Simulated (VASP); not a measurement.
Here is a VASP 6.6.1 calculation.

INCAR

```
PREC = Accurate
ENCUT = 520
EDIFF = 1E-7
ISMEAR = 0
SIGMA = 0.05
LREAL = False
LASPH = True
NELM = 150
ALGO = Normal
ISIF = 2
LWAVE = False
LCHARG = True
ISPIN = 2
MAGMOM = 3.5 0
LORBIT = 11
LMAXMIX = 4
LDAU = True
LDAUTYPE = 2
LDAUL = 2 -1
LDAUU = 2 0
LDAUJ = 0 0
LDAUPRINT = 1
GGA = PE
LELF = True
LVHAR = True
NBANDS = 21
```

Contents of KPOINTS:

```
regular mesh
0
Gamma
  14 14 14
```

Contents of POSCAR:

```
MoSe
1.0
    0.0000000000      2.6101627283      2.6101627283
    2.6101627283      0.0000000000      2.6101627283
    2.6101627283      2.6101627283      0.0000000000
Mo Se
1 1
Direct
    0.0000000000      0.0000000000      0.0000000000
    0.5000000000      0.5000000000      0.5000000000
```

Potentials or basis: VASP PAW PBE potentials, release 64 (Mo_sv, Se).

Launch:

```bash
$ cat potpaw_PBE.64/Mo_sv/POTCAR potpaw_PBE.64/Se/POTCAR > POTCAR
$ mpirun -np 1 vasp_std > vasp.out
```

**Question.** Predict the site moments.

**Answer.** Mo +2.50; Se +0.02 μB.

**Question.** Estimate the net moment.

**Answer.** 2.75 μB per cell.

**Question.** What does it give for the pressure?

**Answer.** 14.8 GPa.

Eigenvalues of the final occupation matrices:
```
    site  spin  trace               eigenvalues
site 1 d     1   3.27  0.42 0.42 0.81 0.81 0.81
site 1 d     2   0.83  0.15 0.15 0.15 0.19 0.19
```

Caveat: the cell stands under pressure.
